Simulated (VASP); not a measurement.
# Bi3H2 (R-3m) in VASP: a series of runs

The runs below take Bi3H2 through single point, with PBE.

All numbers are computed with VASP 6.6.1; they aren't measurements. Logs are shortened: lines on timing, memory, paths and dates and some standing lists are left out, and cuts for length are marked.

### 1 The cell of the first run

Symmetry: R-3m, No. 166, trigonal system. Conventional cell: a = 3.751 Å, b = 3.751 Å, c = 26.080 Å, α = 90.00°, β = 90.00°, γ = 120.00°. Bi (site symmetry -3m) has 6 H at 2.78 Å within 3.7 Å. Bi (site symmetry 3m) has 3 H at 2.63 Å and 3 Bi at 3.11 Å within 3.5 Å. Within 3.5 Å of H (site symmetry 3m) lie 6 Bi at 2.63 to 2.78 Å.

### 2 Single point, PBE

File INCAR:

```
ALGO = Normal ; EDIFF = 1E-7
ENCUT = 520 ; GGA = PE
ISIF = 2 ; ISMEAR = 0
LASPH = T ; LCHARG = F
LREAL = F ; LWAVE = F
NBANDS = 32 ; NELM = 100
PREC = Accurate ; SIGMA = 0.1
```

File KPOINTS:

```
k-points
0
Gamma
  6 6 6
```

File POSCAR:

```
Bi3H2
1.0
    1.8753625974      1.0827411004      8.6932569273
   -1.8753625974      1.0827411004      8.6932569273
    0.0000000000     -2.1654822009      8.6932569273
Bi H
3 2
Direct
    0.0000000000      0.0000000000      0.0000000000
    0.2095000000      0.2095000000      0.2095000000
    0.7905000000      0.7905000000      0.7905000000
    0.4000000000      0.4000000000      0.4000000000
    0.6000000000      0.6000000000      0.6000000000
```

Potentials or basis: VASP PAW PBE potentials, release 64 (Bi_d, H).

Command:

```bash
> cat potpaw_PBE.64/Bi_d/POTCAR potpaw_PBE.64/H/POTCAR > POTCAR
> mpirun -np 1 vasp_std > vasp.out
```

OUTCAR:

```text
EDIFF = 1E-7
   ENCUT = 520
   GGA = PE
   ISIF = 2
   ISMEAR = 0
   LASPH = T
   LREAL = F
   NELM = 100
   PREC = Accurate

 ion  position               nearest neighbor table
   1  0.000  0.000  0.000-   3 3.89   3 3.89   2 3.89   2 3.89   3 3.89   2 3.89
   2  0.209  0.209  0.209-   3 3.11   3 3.11   3 3.11   1 3.89   1 3.89   1 3.89
   3  0.791  0.791  0.791-   2 3.11   2 3.11   2 3.11   1 3.89   1 3.89   1 3.89
   4  0.400  0.400  0.400-
   5  0.600  0.600  0.600-

  LATTYP: Found a trigonal (rhomboedric) cell.
 ALAT       =     8.9589078110
 COS(alpha) =     0.9123624232

  Lattice vectors:

 A1 = (   1.8753625974,   1.0827411004,   8.6932569273)
 A2 = (  -1.8753625974,   1.0827411004,   8.6932569273)
 A3 = (   0.0000000000,  -2.1654822009,   8.6932569273)

Analysis of symmetry for initial positions (statically):
=====================================================================
 Subroutine PRICEL returns:
 Original cell was already a primitive cell.

 Routine SETGRP: Setting up the symmetry group for a
 trigonal (rhombohedral) supercell.

 Subroutine GETGRP returns: Found 12 space group operations
 (whereof 12 operations were pure point group operations)
 out of a pool of 12 trial point group operations.

The static configuration has the point symmetry D_3d.

Analysis of symmetry for dynamics (positions and initial velocities):
=====================================================================
 Subroutine PRICEL returns:
 Original cell was already a primitive cell.

 Routine SETGRP: Setting up the symmetry group for a
 trigonal (rhombohedral) supercell.

 Subroutine GETGRP returns: Found 12 space group operations
 (whereof 12 operations were pure point group operations)
 out of a pool of 12 trial point group operations.

The dynamic configuration has the point symmetry D_3d.

 Subroutine INISYM returns: Found 12 space group operations
 (whereof 12 operations are pure point group operations),
 and found     1 'primitive' translations

----------------------------------------------------------------------------------------

                                     Primitive cell

  volume of cell :     105.9116

  direct lattice vectors                    reciprocal lattice vectors
     1.875362597  1.082741100  8.693256927     0.266615107  0.153930304  0.038343895
    -1.875362597  1.082741100  8.693256927    -0.266615107  0.153930304  0.038343895
     0.000000000 -2.165482201  8.693256927     0.000000000 -0.307860608  0.038343895

  length of vectors
     8.958907811  8.958907811  8.958907811     0.310239276  0.310239276  0.310239276

  position of ions in fractional coordinates (direct lattice)
     0.000000000  0.000000000  0.000000000
     0.209500000  0.209500000  0.209500000
     0.790500000  0.790500000  0.790500000
     0.400000000  0.400000000  0.400000000
     0.600000000  0.600000000  0.600000000

  ion indices of the primitive-cell ions
   primitive index   ion index
                 1           1
                 2           2
                 3           3
                 4           4
                 5           5

----------------------------------------------------------------------------------------

 KPOINTS: k-points

Automatic generation of k-mesh.
 Grid dimensions read from file:
 generate k-points for:    6    6    6

 Generating k-lattice:

  Cartesian coordinates                     Fractional coordinates (reciprocal lattice)
     0.044435851  0.025655051  0.006390649     0.166666667 -0.000000000 -0.000000000
    -0.044435851  0.025655051  0.006390649    -0.000000000  0.166666667 -0.000000000
     0.000000000 -0.051310101  0.006390649     0.000000000  0.000000000  0.166666667

  Length of vectors
     0.051706546  0.051706546  0.051706546

  Shift w.r.t. Gamma in fractional coordinates (k-lattice)
     0.000000000  0.000000000  0.000000000

 Subroutine IBZKPT returns following result:
 ===========================================

 Found     32 irreducible k-points:

 Following reciprocal coordinates:
            Coordinates               Weight
  0.000000  0.000000  0.000000      1.000000
  0.166667 -0.000000  0.000000      6.000000
  0.333333 -0.000000  0.000000      6.000000
  0.500000  0.000000  0.000000      3.000000
  0.166667  0.166667  0.000000      6.000000
  0.333333  0.166667  0.000000     12.000000
[... 16 lines left out ...]
  0.500000  0.500000  0.166667      6.000000
 -0.333333  0.500000  0.166667     12.000000
 [... further k-points ...]
   k-points           NKPTS =     32   k-points in BZ     NKDIM =     32   number of bands    NBANDS=     32
   number of dos      NEDOS =    301   number of ions     NIONS =      5
   total plane-waves  NPLWV = 343000
   dimension x,y,z NGX =    70 NGY =   70 NGZ =   70
   dimension x,y,z NGXF=   140 NGYF=  140 NGZF=  140
   ions per type =               3   2
   NGX,Y,Z   is equivalent  to a cutoff of  12.99, 12.99, 12.99 a.u.
   NGXF,Y,Z  is equivalent  to a cutoff of  25.98, 25.98, 25.98 a.u.
 SYSTEM =  unknown system
   PREC   = accura    normal or accurate (medium, high low for compatibility)
   ISTART =      0    job   : 0-new  1-cont  2-samecut
   ICHARG =      2    charge: 1-file 2-atom 10-const
   ISPIN  =      1    spin polarized calculation?
   LNONCOLLINEAR =      F non collinear calculations
   LSORBIT =      F    spin-orbit coupling
   LASPH  =      T    aspherical Exc in radial PAW
   ENCUT  =  520.0 eV  38.22 Ry    6.18 a.u.  16.66 16.66 16.66*2*pi/ulx,y,z
   NELM   =    100;   NELMIN=  2; NELMDL= -5     # of ELM steps
   EDIFF  = 0.1E-06   stopping-criterion for ELM
   LREAL  =      F    real-space projection
   EDIFFG = 0.1E-05   stopping-criterion for IOM
   NSW    =      0    number of steps for IOM
   IBRION =     -1    ionic relax: 0-MD 1-quasi-New 2-CG
   NFREE  =      0    steps in history (QN), initial steepest desc. (CG)
   ISIF   =      2    stress and relaxation
   ISYM   =      2    0-nonsym 1-usesym 2-fastsym
   POTIM  = 0.5000    time-step for ionic-motion
   TEBEG  =    0.0;   TEEND  =   0.0 temperature during run
   PSTRESS=    0.0 pullay stress
   NELECT =      47.0000    total number of electrons
   NUPDOWN=      -1.0000    fix difference up-down
   EMIN   =  10.00;   EMAX   =-10.00  energy-range for DOS
   EFERMI =   0.00;   METHOD = LEGACY
   ISMEAR =     0;   SIGMA  =   0.10  broadening in eV -4-tet -1-fermi 0-gaus
   EFERMI_NEDOS =   21; number of points for ismear=-14 and -15
   IALGO  =     38    algorithm
   IMIX   =      4    mixing-type and parameters
     AMIX     =   0.40;   BMIX     =  1.00
     AMIX_MAG =   1.60;   BMIX_MAG =  1.00
  volume/ion in A,a.u.               =      21.18       142.95
  Fermi-wavevector in a.u.,A,eV,Ry     =   1.248704  2.359709 21.215050  1.559262
  Thomas-Fermi vector in A             =   2.382779
   LORBIT       =      0    0 simple, 1 ext, 2 COOP (PROOUT), +10 PAW based schemes
   GGA     = PE    functional components
   LHFCALC =     F    Hartree Fock is set to
   AEXX    =    0.0000 exact exchange contribution
   IVDW    =     0    specifies the selected vdW correction
   LEPSILON=     F    determine dielectric tensor
   LRPA    =     F    only Hartree local field effects (RPA)
 non-spin polarized calculation
 Gauss-broadening in eV      SIGMA  =   0.10
  energy-cutoff  :      520.00
  volume of cell :      105.91
 maximum number of plane-waves:      2867
 NGX is ok and might be reduce to    70
   NGX = 33   NGY = 33   NGZ = 33

 number of electron      47.0000002 magnetization

 Free energy of the ion-electron system (eV)
  ---------------------------------------------------
  ext. energy  EPLUGINS =         0.00000000
  ---------------------------------------------------
  free energy    TOTEN  =       -15.21511550 eV

  energy without entropy =      -15.20288172  energy(sigma->0) =      -15.20899861

 E-fermi :   6.8074     XC(G=0): -10.0329

 val. band max:        6.7783073443   @ k =   0.5000   0.5000   0.1667
 cond. band min:       6.8094411261   @ k =  -0.3333   0.3333   0.3333
 fundamental gap:      0.0311337818
 Fermi energy:         6.8073722023

 k-point     1 :       0.0000    0.0000    0.0000
  band No.  band energies     occupation
      1     -16.4276      2.00000
      2     -16.4276      2.00000
      3     -16.4025      2.00000
      4     -16.3615      2.00000
      5     -16.3615      2.00000
      6     -16.2272      2.00000
[... 24 lines left out ...]
     31      13.5738      0.00000
     32      14.7697      0.00000

 k-point     2 :       0.1667   -0.0000    0.0000
  band No.  band energies     occupation
      1     -16.4304      2.00000
      2     -16.4108      2.00000
      3     -16.3917      2.00000
      4     -16.3696      2.00000
      5     -16.3635      2.00000
      6     -16.2368      2.00000
[... 24 lines left out ...]
     31      14.6892      0.00000
     32      14.9633      0.00000

 k-point     3 :       0.3333   -0.0000    0.0000
  band No.  band energies     occupation
      1     -16.4391      2.00000
      2     -16.3859      2.00000
      3     -16.3782      2.00000
      4     -16.3670      2.00000
      5     -16.3660      2.00000
      6     -16.2345      2.00000
[... 24 lines left out ...]
     31      13.8183      0.00000
     32      14.7692      0.00000

 k-point     4 :       0.5000    0.0000    0.0000
  band No.  band energies     occupation
      1     -16.4439      2.00000
      2     -16.3939      2.00000
      3     -16.3721      2.00000
      4     -16.3571      2.00000
      5     -16.3544      2.00000
      6     -16.2258      2.00000
[... 654 lines left out ...]
     31      14.9847      0.00000
     32      15.6116      0.00000

 k-point    23 :       0.5000    0.5000    0.1667
  band No.  band energies     occupation
      1     -16.4392      2.00000
      2     -16.3856      2.00000
      3     -16.3780      2.00000
      4     -16.3676      2.00000
      5     -16.3656      2.00000
      6     -16.2342      2.00000
[... 24 lines left out ...]
     31      13.8718      0.00000
     32      14.8183      0.00000

 k-point    24 :      -0.3333    0.5000    0.1667
  band No.  band energies     occupation
      1     -16.4258      2.00000
      2     -16.3898      2.00000
      3     -16.3792      2.00000
      4     -16.3711      2.00000
      5     -16.3557      2.00000
      6     -16.2378      2.00000
[... 24 lines left out ...]
     31      13.8618      0.00000
     32      14.9419      0.00000

 [... further k-points ...]

------------------------ aborting loop because EDIFF is reached ----------------------------------------

  FORCE on cell =-STRESS in cart. coord.  units (eV):
  Direction    XX          YY          ZZ          XY          YZ          ZX
  --------------------------------------------------------------------------------------
  -------------------------------------------------------------------------------------
  Total       -0.1720904     -0.1720904     -0.7912046      0.0000000      0.0000000      0.0000000
  in kB       -2.6032969     -2.6032969    -11.9689416      0.0000000      0.0000000      0.0000000
  external PRESSURE =      -5.7251784 kB  Pullay stress =       0.0000000 kB

 VOLUME and BASIS-vectors are now :
 -----------------------------------------------------------------------------
  energy-cutoff  :      520.00
  volume of cell :      105.91
      direct lattice vectors                 reciprocal lattice vectors
     1.875362597  1.082741100  8.693256927     0.266615107  0.153930304  0.038343895
    -1.875362597  1.082741100  8.693256927    -0.266615107  0.153930304  0.038343895
     0.000000000 -2.165482201  8.693256927     0.000000000 -0.307860608  0.038343895

 POSITION                                       TOTAL-FORCE (eV/Angst)
 -----------------------------------------------------------------------------------
      0.00000      0.00000      0.00000         0.000000      0.000000     -0.000000
      0.00000     -0.00000      5.46371        -0.000000     -0.000000      0.656305
      0.00000     -0.00000     20.61606        -0.000000      0.000000     -0.656305
      0.00000     -0.00000     10.43191        -0.000000      0.000000     -0.186991
      0.00000     -0.00000     15.64786        -0.000000     -0.000000      0.186991
 -----------------------------------------------------------------------------------
    total drift:                               -0.000000      0.000000      0.000000

  FREE ENERGIE OF THE ION-ELECTRON SYSTEM (eV)
  ---------------------------------------------------
  free  energy   TOTEN  =       -15.2151155044 eV

  energy  without entropy=      -15.2028817222  energy(sigma->0) =      -15.20899861
```

It took 16 min on 1 thread of AMD EPYC 7R13 (Zen 3), shared host; peak memory 0.64 GiB.

What came out:

```yaml
Free_energy: -15.2151 eV
Pressure: -0.6 GPa
Largest_force: 0.656 eV/Å
```

Forces on the atoms (eV/Å):
```
Bi   0.000  0.000  0.000
Bi   0.000  0.000  0.656
Bi   0.000  0.000 -0.656
H    0.000  0.000 -0.187
H    0.000  0.000  0.187
```

Stress tensor (GPa, compression positive):
```
-0.26  0.00  0.00
 0.00 -0.26  0.00
 0.00  0.00 -1.20
```

Caveat: spin-orbit coupling is left out, which moves the levels of the heavy elements.

### 3 Single point, PBE

This run uses another cell than the first one, of 21.97 Å³/atom, 1.037 times its volume.

File INCAR:

```
PREC = Accurate ; ENCUT = 520
EDIFF = 1E-6 ; ISMEAR = 0
SIGMA = 0.1 ; LREAL = False
LASPH = True ; NELM = 100
ALGO = Normal ; ISIF = 2
LWAVE = False ; LCHARG = True
GGA = PE ; LELF = True
LVHAR = True ; NBANDS = 32
```

File KPOINTS:

```
Automatic mesh
0
Gamma
  6 6 6
```

File POSCAR:

```
Bi3H2
1.0
    1.9243926461      1.1110486122      8.5619098794
   -1.9243926461      1.1110486122      8.5619098794
    0.0000000000     -2.2220972245      8.5619098794
Bi H
3 2
Direct
    0.0000000000      0.0000000000      0.0000000000
    0.2092906590      0.2092906590      0.2092906590
    0.7907093410      0.7907093410      0.7907093410
    0.3562953140      0.3562953140      0.3562953140
    0.6437046860      0.6437046860      0.6437046860
```

Potentials or basis: VASP PAW PBE potentials, release 64 (Bi_d, H).

Command:

```bash
> cat potpaw_PBE.64/Bi_d/POTCAR potpaw_PBE.64/H/POTCAR > POTCAR
> mpirun -np 1 vasp_std > vasp.out
```

Wall time 17 min (1 thread of AMD EPYC 7R13 (Zen 3), shared host); peak memory 0.64 GiB.

It converged, with:

```yaml
Free_energy: -16.2912 eV
Pressure: -0.1 GPa
Largest_force: 0.017 eV/Å
```

Forces in eV/Å, atoms in the order of the input:
```
Bi   0.000  0.000  0.000
Bi   0.000  0.000 -0.017
Bi   0.000  0.000  0.017
H    0.000  0.000  0.005
H    0.000  0.000 -0.005
```

Stress tensor (GPa, compression positive):
```
-0.04  0.00  0.00
 0.00 -0.04  0.00
 0.00  0.00 -0.26
```

Levels at points of the mesh, in eV from the Fermi level:
```
           k point  band 22  band 23  band 24  band 25  band 26  band 27
(0.00, 0.00, 0.00)     1.14     1.66     1.66     2.21     2.21     3.55
(0.50, 0.00, 0.00)    -1.53    -0.46    -0.09     0.20     0.69     1.89
(0.50, 0.50, 0.00)    -1.84    -1.48    -0.67     0.64     1.21     2.55
(0.50, 0.50, 0.50)     1.57     1.57     2.22     2.39     2.39     2.48
```

Caveat: spin-orbit coupling is left out, which moves the levels of the heavy elements.
